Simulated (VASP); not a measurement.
# SiC (Cm) in VASP: relaxation of the atoms with PBE

Aim: the relaxation of the atoms of SiC with PBE.

All numbers are computed with VASP 6.6.1; they aren't measurements. Logs are shortened: lines on timing, memory, paths and dates and some standing lists are left out, and cuts for length are marked.

## 1. The cell of the first run

It takes space group Cm (No. 8, monoclinic). Conventional cell: a = 5.217 Å, b = 3.097 Å, c = 3.097 Å, α = 90.00°, β = 122.91°, γ = 90.00°. Si (site symmetry m) has 4 C at 1.86 to 1.94 Å within 2.5 Å. C (site symmetry m) has 4 Si at 1.86 to 1.94 Å within 2.5 Å.

## 2. Relaxation of the atoms, PBE (shear of c along a, cell held: +6.0 %)

File INCAR:

```
SYSTEM = SiC
PREC = Accurate
ENCUT = 520
EDIFF = 1E-6
ISMEAR = 0
SIGMA = 0.02
LREAL = .False.
LASPH = .True.
NELM = 80
ALGO = Normal
ISIF = 2
LWAVE = .False.
LCHARG = .False.
GGA = PE
IBRION = 2
NSW = 60
EDIFFG = -0.008
```

File KPOINTS:

```
regular mesh
0
Gamma
  10 10 6
  0 0 0
```

File POSCAR:

```
SiC
1.0
    2.1898629696      2.1898629696      0.0000000000
   -2.1898629696      2.1898629696      0.0000000000
    0.1858160347      0.1858160347      4.3797259393
Si C
2 2
Direct
    0.5026260681      0.0000000000      0.7498000753
    0.0026260681      0.5000000000      0.2498000753
   -0.0026260681      0.0000000000      0.0001999247
    0.4973739319      0.5000000000      0.5001999247
```

Potentials or basis: VASP PAW PBE potentials, release 64 (Si, C).

Command:

```
> cat potpaw_PBE.64/Si/POTCAR potpaw_PBE.64/C/POTCAR > POTCAR
> mpirun -np 1 vasp_std > vasp.out
```

OUTCAR:

```text
SYSTEM = SiC
   PREC = Accurate
   ENCUT = 520
   EDIFF = 1E-6
   ISMEAR = 0
   LREAL = .False.
   LASPH = .True.
   NELM = 80
   ISIF = 2
   GGA = PE
   IBRION = 2
   NSW = 60
   EDIFFG = -0.008

 ion  position               nearest neighbor table
   1  0.503  0.000  0.750-   3 1.86   4 1.90   4 1.90   3 1.94   2 3.03   2 3.03   2 3.03   2 3.03

   2  0.003  0.500  0.250-   4 1.86   3 1.90   3 1.90   4 1.94   1 3.03   1 3.03   1 3.03   1 3.03

   3  0.997  0.000  0.000-   1 1.86   2 1.90   2 1.90   1 1.94
   4  0.497  0.500  0.500-   2 1.86   1 1.90   1 1.90   2 1.94

  LATTYP: Found a simple monoclinic cell.
 ALAT       =     3.0969339113
 B/A-ratio  =     1.0000000000
 C/A-ratio  =     1.4167568599
 COS(beta)  =    -0.0598922907

  Lattice vectors:

 A1 = (   2.1898629696,   2.1898629696,   0.0000000000)
 A2 = (   2.1898629696,  -2.1898629696,   0.0000000000)
 A3 = (  -0.1858160347,  -0.1858160347,  -4.3797259393)

Analysis of symmetry for initial positions (statically):
=====================================================================
 Subroutine PRICEL returns following result:

  LATTYP: Found a base centered monoclinic cell.
 ALAT       =     5.2167430009
 B/A-ratio  =     0.5936527659
 C/A-ratio  =     0.5936527659
 COS(beta)  =    -0.5432796583

  Lattice vectors:

 A1 = (  -2.0969549522,   0.0929080174,   2.1898629697)
 A2 = (   0.0929080174,  -2.0969549522,   2.1898629697)
 A3 = (   2.1898629696,   2.1898629696,  -0.0000000000)

   2 primitive cells build up your supercell.

 Routine SETGRP: Setting up the symmetry group for a
 simple monoclinic supercell.

 Subroutine GETGRP returns: Found  2 space group operations
 (whereof  2 operations were pure point group operations)
 out of a pool of  4 trial point group operations.

The static configuration has the point symmetry C_1h.

Analysis of symmetry for dynamics (positions and initial velocities):
=====================================================================
 Subroutine PRICEL returns following result:

  LATTYP: Found a base centered monoclinic cell.
 ALAT       =     5.2167430009
 B/A-ratio  =     0.5936527659
 C/A-ratio  =     0.5936527659
 COS(beta)  =    -0.5432796583

  Lattice vectors:

 A1 = (  -2.0969549522,   0.0929080174,   2.1898629697)
 A2 = (   0.0929080174,  -2.0969549522,   2.1898629697)
 A3 = (   2.1898629696,   2.1898629696,  -0.0000000000)

   2 primitive cells build up your supercell.

 Routine SETGRP: Setting up the symmetry group for a
 simple monoclinic supercell.

 Subroutine GETGRP returns: Found  2 space group operations
 (whereof  2 operations were pure point group operations)
 out of a pool of  4 trial point group operations.

The dynamic configuration has the point symmetry C_1h.

 Subroutine INISYM returns: Found  2 space group operations
 (whereof  2 operations are pure point group operations),
 and found     2 'primitive' translations

----------------------------------------------------------------------------------------

                                     Primitive cell

  volume of cell :      21.0030

  direct lattice vectors                    reciprocal lattice vectors
    -2.096954952  0.092908017  2.189862970    -0.228324789  0.228324789  0.228324789
     0.092908017 -2.096954952  2.189862970     0.228324789 -0.228324789  0.228324789
     2.189862970  2.189862970 -0.000000000     0.228324789  0.228324789  0.208950788

  length of vectors
     3.033373007  3.033373007  3.096933911     0.395470135  0.395470135  0.384609997

  position of ions in fractional coordinates (direct lattice)
     0.749800075  0.749800075  0.252426143
     0.000199925  0.000199925  0.997573857

  ion indices of the primitive-cell ions
   primitive index   ion index
                 1           1
                 2           3

----------------------------------------------------------------------------------------

 KPOINTS: regular mesh

Automatic generation of k-mesh.
 Grid dimensions read from file:
 generate k-points for:   10   10    6

 Generating k-lattice:

  Cartesian coordinates                     Fractional coordinates (reciprocal lattice)
     0.022832479  0.022832479 -0.001937400     0.100000000  0.000000000  0.000000000
    -0.022832479  0.022832479  0.000000000     0.000000000  0.100000000  0.000000000
     0.000000000  0.000000000  0.038054131     0.000000000  0.000000000  0.166666667

  Length of vectors
     0.032348071  0.032290001  0.038054131

  Shift w.r.t. Gamma in fractional coordinates (k-lattice)
     0.000000000  0.000000000  0.000000000

 Subroutine IBZKPT returns following result:
 ===========================================

 Found    192 irreducible k-points:

 Following reciprocal coordinates:
            Coordinates               Weight
  0.000000  0.000000  0.000000      1.000000
  0.100000  0.000000  0.000000      2.000000
  0.200000  0.000000  0.000000      2.000000
  0.300000  0.000000  0.000000      2.000000
  0.400000  0.000000  0.000000      2.000000
  0.500000  0.000000  0.000000      1.000000
[... 16 lines left out ...]
  0.400000  0.300000  0.000000      4.000000
  0.500000  0.300000  0.000000      2.000000
 [... further k-points ...]
   k-points           NKPTS =    192   k-points in BZ     NKDIM =    192   number of bands    NBANDS=     12
   number of dos      NEDOS =    301   number of ions     NIONS =      4
   total plane-waves  NPLWV =  20736
   dimension x,y,z NGX =    24 NGY =   24 NGZ =   36
   dimension x,y,z NGXF=    48 NGYF=   48 NGZF=   72
   ions per type =               2   2
   NGX,Y,Z   is equivalent  to a cutoff of  12.88, 12.88, 13.64 a.u.
   NGXF,Y,Z  is equivalent  to a cutoff of  25.77, 25.77, 27.28 a.u.
 SYSTEM =  SiC
   PREC   = accura    normal or accurate (medium, high low for compatibility)
   ISTART =      0    job   : 0-new  1-cont  2-samecut
   ICHARG =      2    charge: 1-file 2-atom 10-const
   ISPIN  =      1    spin polarized calculation?
   LNONCOLLINEAR =      F non collinear calculations
   LSORBIT =      F    spin-orbit coupling
   LASPH  =      T    aspherical Exc in radial PAW
   ENCUT  =  520.0 eV  38.22 Ry    6.18 a.u.   5.76  5.76  8.16*2*pi/ulx,y,z
   NELM   =     80;   NELMIN=  2; NELMDL= -5     # of ELM steps
   EDIFF  = 0.1E-05   stopping-criterion for ELM
   LREAL  =      F    real-space projection
   EDIFFG = -.8E-02   stopping-criterion for IOM
   NSW    =     60    number of steps for IOM
   IBRION =      2    ionic relax: 0-MD 1-quasi-New 2-CG
   NFREE  =      1    steps in history (QN), initial steepest desc. (CG)
   ISIF   =      2    stress and relaxation
   ISYM   =      2    0-nonsym 1-usesym 2-fastsym
   POTIM  = 0.5000    time-step for ionic-motion
   TEBEG  =    0.0;   TEEND  =   0.0 temperature during run
   PSTRESS=    0.0 pullay stress
   NELECT =      16.0000    total number of electrons
   NUPDOWN=      -1.0000    fix difference up-down
   EMIN   =  10.00;   EMAX   =-10.00  energy-range for DOS
   EFERMI =   0.00;   METHOD = LEGACY
   ISMEAR =     0;   SIGMA  =   0.02  broadening in eV -4-tet -1-fermi 0-gaus
   EFERMI_NEDOS =   21; number of points for ismear=-14 and -15
   IALGO  =     38    algorithm
   IMIX   =      4    mixing-type and parameters
     AMIX     =   0.40;   BMIX     =  1.00
     AMIX_MAG =   1.60;   BMIX_MAG =  1.00
  volume/ion in A,a.u.               =      10.50        70.87
  Fermi-wavevector in a.u.,A,eV,Ry     =   1.186710  2.242556 19.160817  1.408280
  Thomas-Fermi vector in A             =   2.322877
   LORBIT       =      0    0 simple, 1 ext, 2 COOP (PROOUT), +10 PAW based schemes
   GGA     = PE    functional components
   LHFCALC =     F    Hartree Fock is set to
   AEXX    =    0.0000 exact exchange contribution
   IVDW    =     0    specifies the selected vdW correction
   LEPSILON=     F    determine dielectric tensor
   LRPA    =     F    only Hartree local field effects (RPA)
 conjugate gradient relaxation of ions
 non-spin polarized calculation
 Gauss-broadening in eV      SIGMA  =   0.02
  energy-cutoff  :      520.00
  volume of cell :       42.01
 maximum number of plane-waves:      1146
   NGX = 11   NGY = 11   NGZ = 17

--------------------------------------- Ionic step        1  -------------------------------------------

 number of electron      15.9999998 magnetization

 Free energy of the ion-electron system (eV)
  ---------------------------------------------------
  ext. energy  EPLUGINS =         0.00000000
  ---------------------------------------------------
  free energy    TOTEN  =       -30.00750038 eV

  energy without entropy =      -30.00750038  energy(sigma->0) =      -30.00750038

------------------------ aborting loop because EDIFF is reached ----------------------------------------

  FORCE on cell =-STRESS in cart. coord.  units (eV):
  Direction    XX          YY          ZZ          XY          YZ          ZX
  --------------------------------------------------------------------------------------
  -------------------------------------------------------------------------------------
  Total       -0.0040491     -0.0040491      0.3422059     -0.0407362     -2.7494443     -2.7494443
  in kB       -0.1544405     -0.1544405     13.0523063     -1.5537463   -104.8684126   -104.8684128
  external PRESSURE =       4.2478084 kB  Pullay stress =       0.0000000 kB
[... 137 lines left out ...]
  energy  without entropy=      -30.0088181189  energy(sigma->0) =      -30.00881812

--------------------------------------- Ionic step        5  -------------------------------------------

 number of electron      15.9999998 magnetization

 Free energy of the ion-electron system (eV)
  ---------------------------------------------------
  ext. energy  EPLUGINS =         0.00000000
  ---------------------------------------------------
  free energy    TOTEN  =       -30.00882432 eV

  energy without entropy =      -30.00882432  energy(sigma->0) =      -30.00882432

 E-fermi :   8.3795     XC(G=0): -11.2925

 val. band max:        8.2278275645   @ k =   0.0000   0.0000   0.0000
 cond. band min:       9.2177875999   @ k =   0.5000   0.5000   0.0000
 fundamental gap:      0.9899600353
 Fermi energy:         8.3794527356

 k-point     1 :       0.0000    0.0000    0.0000
  band No.  band energies     occupation
      1      -7.3481      2.00000
      2      -2.3950      2.00000
      3       0.1971      2.00000
      4       4.7820      2.00000
      5       4.8327      2.00000
      6       7.6654      2.00000
      7       7.9479      2.00000
      8       8.2278      2.00000
      9       9.3137      0.00000
     10      12.2373      0.00000
     11      13.4299      0.00000
     12      14.8641      0.00000
[... 331 lines left out ...]
 k-point    24 :       0.5000    0.3000    0.0000
  band No.  band energies     occupation
      1      -3.3672      2.00000
      2      -3.3672      2.00000
      3       1.4799      2.00000
      4       1.4799      2.00000
      5       4.1291      2.00000
      6       4.1291      2.00000
      7       4.8830      2.00000
      8       4.8830      2.00000
      9      10.7767      0.00000
     10      10.7767      0.00000
     11      13.7035      0.00000
     12      13.7035      0.00000

 [... further k-points ...]

------------------------ aborting loop because EDIFF is reached ----------------------------------------

  FORCE on cell =-STRESS in cart. coord.  units (eV):
  Direction    XX          YY          ZZ          XY          YZ          ZX
  --------------------------------------------------------------------------------------
  -------------------------------------------------------------------------------------
  Total       -0.0419674     -0.0419674      0.2969446     -0.1086393     -2.6525694     -2.6525694
  in kB       -1.6007079     -1.6007079     11.3259644     -4.1436853   -101.1734415   -101.1734414
  external PRESSURE =       2.7081829 kB  Pullay stress =       0.0000000 kB
[... 19 lines left out ...]
  FREE ENERGIE OF THE ION-ELECTRON SYSTEM (eV)
  ---------------------------------------------------
  free  energy   TOTEN  =       -30.0088243215 eV

  energy  without entropy=      -30.0088243215  energy(sigma->0) =      -30.00882432

 reached required accuracy - stopping structural energy minimisation
```

It took 91 s on 1 thread of Intel Xeon Platinum 8488C (Sapphire Rapids), shared host; peak memory 0.21 GiB.

What came out:

* Free energy: -30.0088 eV
* Energy gained by relaxing: 0.3 meV/atom
* Ionic steps: 5
* Pressure after relaxing: 0.3 GPa
* Largest force after relaxing: 0.007 eV/Å
* Band gap on the k mesh: 0.99 eV

Forces in eV/Å, atoms in the order of the input:
```
Si  -0.004 -0.004 -0.005
Si  -0.004 -0.004 -0.005
C    0.004  0.004  0.005
C    0.004  0.004  0.005
```

Stress tensor (GPa, compression positive):
```
 -0.16  -0.41 -10.12
 -0.41  -0.16 -10.12
-10.12 -10.12   1.13
```

Step by step:
| step | energy change (eV) | largest force (eV/Å) | pressure (GPa) |
| --- | --- | --- | --- |
| 1 | 0.0000 | 0.1625 | 0.42 |
| 2 | -0.0002 | 0.1472 | 0.17 |
| 3 | -0.0013 | 0.0125 | 0.28 |
| 4 | -0.0013 | 0.0131 | 0.28 |
| 5 | -0.0013 | 0.0074 | 0.27 |

Final structure:
```xyz
4
Lattice="2.1899 2.1899 0.0000 -2.1899 2.1899 0.0000 0.1858 0.1858 4.3797" Properties=species:S:1:pos:R:3 pbc="T T T"
Si    1.2429    1.2429    3.2830
Si   -1.0398    1.1500    1.0931
C     2.1812    2.1812    0.0018
C     0.0843    2.2741    2.1917
```

Caveat: the cell differs from its parent crystal (shear of c along a, cell held: +6.0 %). A k mesh can miss the band edges.
